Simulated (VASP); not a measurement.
# Sr (Im-3m) in VASP: a series of runs

Runs on Sr. Level: PBE. Tasks: single point.

Everything below comes from runs of VASP 6.6.1. Logs are shortened: lines on timing, memory, paths and dates and some standing lists are left out, and cuts for length are marked.

## (1) The cell of the first run

The structure is cubic, space group Im-3m (No. 229). The conventional cell has a = 4.675 Å, b = 4.675 Å, c = 4.675 Å, α = 90.00°, β = 90.00°, γ = 90.00°. Within 5.3 Å of Sr (site symmetry m-3m) lie 14 Sr at 4.05 to 4.67 Å.

This isn't the form of Sr at room conditions, which is fcc.

## (2) Single point, PBE (strained)

File INCAR:

```
  PREC = Accurate
  ENCUT = 520
  EDIFF = 1E-6
  ISMEAR = 0
  SIGMA = 0.1
  LREAL = F
  LASPH = T
  NELM = 80
  ALGO = Normal
  ISIF = 2
  LWAVE = F
  LCHARG = T
  GGA = PE
  LELF = T
  LVHAR = T
  NBANDS = 11
```

File KPOINTS:

```
Automatic mesh
0
Gamma
  12 12 12
```

File POSCAR:

```
Sr
1.0
   -2.3374332500      2.3374332500      2.3374332500
    2.3374332500     -2.3374332500      2.3374332500
    2.3374332500      2.3374332500     -2.3374332500
Sr
1
Direct
    0.0000000000      0.0000000000      0.0000000000
```

Potentials or basis: VASP PAW PBE potentials, release 64 (Sr_sv).

Launch:

```console
$ cat potpaw_PBE.64/Sr_sv/POTCAR > POTCAR
$ mpirun -np 1 vasp_std > vasp.out
```

OUTCAR:

```text
PREC = Accurate
   ENCUT = 520
   EDIFF = 1E-6
   ISMEAR = 0
   LREAL = F
   LASPH = T
   NELM = 80
   ISIF = 2
   GGA = PE

 ion  position               nearest neighbor table
   1  0.000  0.000  0.000-

  LATTYP: Found a body centered cubic cell.
 ALAT       =     4.6748665000

  Lattice vectors:

 A1 = (  -2.3374332500,   2.3374332500,   2.3374332500)
 A2 = (   2.3374332500,  -2.3374332500,   2.3374332500)
 A3 = (   2.3374332500,   2.3374332500,  -2.3374332500)

Analysis of symmetry for initial positions (statically):
=====================================================================
 Subroutine PRICEL returns:
 Original cell was already a primitive cell.

 Routine SETGRP: Setting up the symmetry group for a
 body centered cubic supercell.

 Subroutine GETGRP returns: Found 48 space group operations
 (whereof 48 operations were pure point group operations)
 out of a pool of 48 trial point group operations.

The static configuration has the point symmetry O_h .

Analysis of symmetry for dynamics (positions and initial velocities):
=====================================================================
 Subroutine PRICEL returns:
 Original cell was already a primitive cell.

 Routine SETGRP: Setting up the symmetry group for a
 body centered cubic supercell.

 Subroutine GETGRP returns: Found 48 space group operations
 (whereof 48 operations were pure point group operations)
 out of a pool of 48 trial point group operations.

The dynamic configuration has the point symmetry O_h .

 Subroutine INISYM returns: Found 48 space group operations
 (whereof 48 operations are pure point group operations),
 and found     1 'primitive' translations

----------------------------------------------------------------------------------------

                                     Primitive cell

  volume of cell :      51.0831

  direct lattice vectors                    reciprocal lattice vectors
    -2.337433250  2.337433250  2.337433250     0.000000000  0.213909852  0.213909852
     2.337433250 -2.337433250  2.337433250     0.213909852  0.000000000  0.213909852
     2.337433250  2.337433250 -2.337433250     0.213909852  0.213909852  0.000000000

  length of vectors
     4.048553148  4.048553148  4.048553148     0.302514213  0.302514213  0.302514213

  position of ions in fractional coordinates (direct lattice)
     0.000000000  0.000000000  0.000000000

  ion indices of the primitive-cell ions
   primitive index   ion index
                 1           1

----------------------------------------------------------------------------------------

 KPOINTS: Automatic mesh

Automatic generation of k-mesh.
 Grid dimensions read from file:
 generate k-points for:   12   12   12

 Generating k-lattice:

  Cartesian coordinates                     Fractional coordinates (reciprocal lattice)
     0.000000000  0.017825821  0.017825821     0.083333333  0.000000000  0.000000000
     0.017825821  0.000000000  0.017825821     0.000000000  0.083333333  0.000000000
     0.017825821  0.017825821  0.000000000     0.000000000  0.000000000  0.083333333

  Length of vectors
     0.025209518  0.025209518  0.025209518

  Shift w.r.t. Gamma in fractional coordinates (k-lattice)
     0.000000000  0.000000000  0.000000000

 Subroutine IBZKPT returns following result:
 ===========================================

 Found     72 irreducible k-points:

 Following reciprocal coordinates:
            Coordinates               Weight
  0.000000  0.000000  0.000000      1.000000
  0.083333  0.000000  0.000000     12.000000
  0.166667  0.000000  0.000000     12.000000
  0.250000  0.000000  0.000000     12.000000
  0.333333  0.000000  0.000000     12.000000
  0.416667  0.000000  0.000000     12.000000
[... 16 lines left out ...]
  0.333333  0.083333  0.083333     24.000000
  0.416667  0.083333  0.083333     12.000000
 [... further k-points ...]
   k-points           NKPTS =     72   k-points in BZ     NKDIM =     72   number of bands    NBANDS=     11
   number of dos      NEDOS =    301   number of ions     NIONS =      1
   total plane-waves  NPLWV =  27000
   dimension x,y,z NGX =    30 NGY =   30 NGZ =   30
   dimension x,y,z NGXF=    60 NGYF=   60 NGZF=   60
   ions per type =               1
   NGX,Y,Z   is equivalent  to a cutoff of  12.32, 12.32, 12.32 a.u.
   NGXF,Y,Z  is equivalent  to a cutoff of  24.64, 24.64, 24.64 a.u.
 SYSTEM =  unknown system
   PREC   = accura    normal or accurate (medium, high low for compatibility)
   ISTART =      0    job   : 0-new  1-cont  2-samecut
   ICHARG =      2    charge: 1-file 2-atom 10-const
   ISPIN  =      1    spin polarized calculation?
   LNONCOLLINEAR =      F non collinear calculations
   LSORBIT =      F    spin-orbit coupling
   LASPH  =      T    aspherical Exc in radial PAW
   ENCUT  =  520.0 eV  38.22 Ry    6.18 a.u.   7.53  7.53  7.53*2*pi/ulx,y,z
   NELM   =     80;   NELMIN=  2; NELMDL= -5     # of ELM steps
   EDIFF  = 0.1E-05   stopping-criterion for ELM
   LREAL  =      F    real-space projection
   EDIFFG = 0.1E-04   stopping-criterion for IOM
   NSW    =      0    number of steps for IOM
   IBRION =     -1    ionic relax: 0-MD 1-quasi-New 2-CG
   NFREE  =      0    steps in history (QN), initial steepest desc. (CG)
   ISIF   =      2    stress and relaxation
   ISYM   =      2    0-nonsym 1-usesym 2-fastsym
   POTIM  = 0.5000    time-step for ionic-motion
   TEBEG  =    0.0;   TEEND  =   0.0 temperature during run
   PSTRESS=    0.0 pullay stress
   NELECT =      10.0000    total number of electrons
   NUPDOWN=      -1.0000    fix difference up-down
   EMIN   =  10.00;   EMAX   =-10.00  energy-range for DOS
   EFERMI =   0.00;   METHOD = LEGACY
   ISMEAR =     0;   SIGMA  =   0.10  broadening in eV -4-tet -1-fermi 0-gaus
   EFERMI_NEDOS =   21; number of points for ismear=-14 and -15
   IALGO  =     38    algorithm
   IMIX   =      4    mixing-type and parameters
     AMIX     =   0.40;   BMIX     =  1.00
     AMIX_MAG =   1.60;   BMIX_MAG =  1.00
  volume/ion in A,a.u.               =      51.08       344.73
  Fermi-wavevector in a.u.,A,eV,Ry     =   0.950566  1.796309 12.293894  0.903576
  Thomas-Fermi vector in A             =   2.078955
   LORBIT       =      0    0 simple, 1 ext, 2 COOP (PROOUT), +10 PAW based schemes
   GGA     = PE    functional components
   LHFCALC =     F    Hartree Fock is set to
   AEXX    =    0.0000 exact exchange contribution
   IVDW    =     0    specifies the selected vdW correction
   LEPSILON=     F    determine dielectric tensor
   LRPA    =     F    only Hartree local field effects (RPA)
 non-spin polarized calculation
 Gauss-broadening in eV      SIGMA  =   0.10
  energy-cutoff  :      520.00
  volume of cell :       51.08
 maximum number of plane-waves:      1409
   NGX = 15   NGY = 15   NGZ = 15

 number of electron      10.0000000 magnetization

 Free energy of the ion-electron system (eV)
  ---------------------------------------------------
  ext. energy  EPLUGINS =         0.00000000
  ---------------------------------------------------
  free energy    TOTEN  =        -1.62824464 eV

  energy without entropy =       -1.62276333  energy(sigma->0) =       -1.62550398

 E-fermi :   1.8381     XC(G=0):  -7.5743

 val. band max:        1.8140560641   @ k =   0.3333   0.2500   0.0833
 cond. band min:       1.8412219032   @ k =  -0.4167  -0.4167   0.2500
 fundamental gap:      0.0271658391
 Fermi energy:         1.8380637201

 k-point     1 :       0.0000    0.0000    0.0000
  band No.  band energies     occupation
      1     -34.6263      2.00000
      2     -16.4968      2.00000
      3     -16.4968      2.00000
      4     -16.4968      2.00000
      5      -1.9065      2.00000
      6       4.3103      0.00000
      7       4.3103      0.00000
      8       4.3103      0.00000
      9       5.7178      0.00000
     10       5.7178      0.00000
     11      10.1985      0.00000

 k-point     2 :       0.0833    0.0000    0.0000
  band No.  band energies     occupation
      1     -34.6249      2.00000
      2     -16.5146      2.00000
      3     -16.5025      2.00000
      4     -16.4968      2.00000
      5      -1.7793      2.00000
      6       4.1951      0.00000
      7       4.2297      0.00000
      8       4.4350      0.00000
      9       5.5469      0.00000
     10       5.7100      0.00000
     11      10.3357      0.00000

 k-point     3 :       0.1667    0.0000    0.0000
  band No.  band energies     occupation
      1     -34.6209      2.00000
      2     -16.5629      2.00000
      3     -16.5181      2.00000
      4     -16.4969      2.00000
      5      -1.4115      2.00000
      6       3.8844      0.00000
      7       3.9145      0.00000
      8       4.8038      0.00000
      9       5.3860      0.00000
     10       5.7130      0.00000
     11      10.5137      0.00000

 k-point     4 :       0.2500    0.0000    0.0000
  band No.  band energies     occupation
      1     -34.6155      2.00000
      2     -16.6276      2.00000
      3     -16.5392      2.00000
      4     -16.4971      2.00000
      5      -0.8460      2.00000
      6       3.3281      0.00000
      7       3.5892      0.00000
      8       5.3994      0.00000
      9       5.4638      0.00000
     10       5.7774      0.00000
     11      10.0630      0.00000
[... 239 lines left out ...]
 k-point    22 :       0.2500    0.0833    0.0833
  band No.  band energies     occupation
      1     -34.6092      2.00000
      2     -16.6930      2.00000
      3     -16.5607      2.00000
      4     -16.5125      2.00000
      5       0.0570      2.00000
      6       2.7217      0.00000
      7       3.0701      0.00000
      8       5.7298      0.00000
      9       6.0271      0.00000
     10       6.4430      0.00000
     11       8.8439      0.00000

 k-point    23 :       0.3333    0.0833    0.0833
  band No.  band energies     occupation
      1     -34.6057      2.00000
      2     -16.7244      2.00000
      3     -16.5831      2.00000
      4     -16.5135      2.00000
      5       0.7225      2.00000
      6       2.3407      0.00000
      7       2.9141      0.00000
      8       5.7425      0.00000
      9       6.2038      0.00000
     10       7.1185      0.00000
     11       8.0362      0.00000

 k-point    24 :       0.4167    0.0833    0.0833
  band No.  band energies     occupation
      1     -34.6044      2.00000
      2     -16.7355      2.00000
      3     -16.5916      2.00000
      4     -16.5139      2.00000
      5       1.0578      2.00000
      6       2.1498      0.00001
      7       2.8615      0.00000
      8       5.6804      0.00000
      9       6.2873      0.00000
     10       7.4619      0.00000
     11       7.7938      0.00000

 [... further k-points ...]
[... 5 lines left out ...]
  --------------------------------------------------------------------------------------
  -------------------------------------------------------------------------------------
  Total        0.2179289      0.2179289      0.2179289     -0.0000000     -0.0000000      0.0000000
  in kB        6.8351464      6.8351464      6.8351464     -0.0000000     -0.0000000      0.0000000
  external PRESSURE =       6.8351464 kB  Pullay stress =       0.0000000 kB

 VOLUME and BASIS-vectors are now :
 -----------------------------------------------------------------------------
  energy-cutoff  :      520.00
  volume of cell :       51.08
      direct lattice vectors                 reciprocal lattice vectors
    -2.337433250  2.337433250  2.337433250     0.000000000  0.213909852  0.213909852
     2.337433250 -2.337433250  2.337433250     0.213909852  0.000000000  0.213909852
     2.337433250  2.337433250 -2.337433250     0.213909852  0.213909852  0.000000000

 POSITION                                       TOTAL-FORCE (eV/Angst)
 -----------------------------------------------------------------------------------
      0.00000      0.00000      0.00000        -0.000000     -0.000000      0.000000
 -----------------------------------------------------------------------------------
    total drift:                               -0.000000     -0.000000      0.000000

  FREE ENERGIE OF THE ION-ELECTRON SYSTEM (eV)
  ---------------------------------------------------
  free  energy   TOTEN  =        -1.6282446403 eV

  energy  without entropy=       -1.6227633274  energy(sigma->0) =       -1.62550398
```

Run time: 43 s. Hardware: 1 thread of Intel Xeon 8259CL, shared host; peak memory 0.19 GiB.

Results:

```yaml
Free_energy: -1.6282 eV
Pressure: 0.7 GPa
Band_gap_on_the_k_mesh: zero (bands 5 and 6 overlap by 0.61 eV)
```

Caveat: the cell differs from its parent crystal (strained).

[end of part 1 of 2]
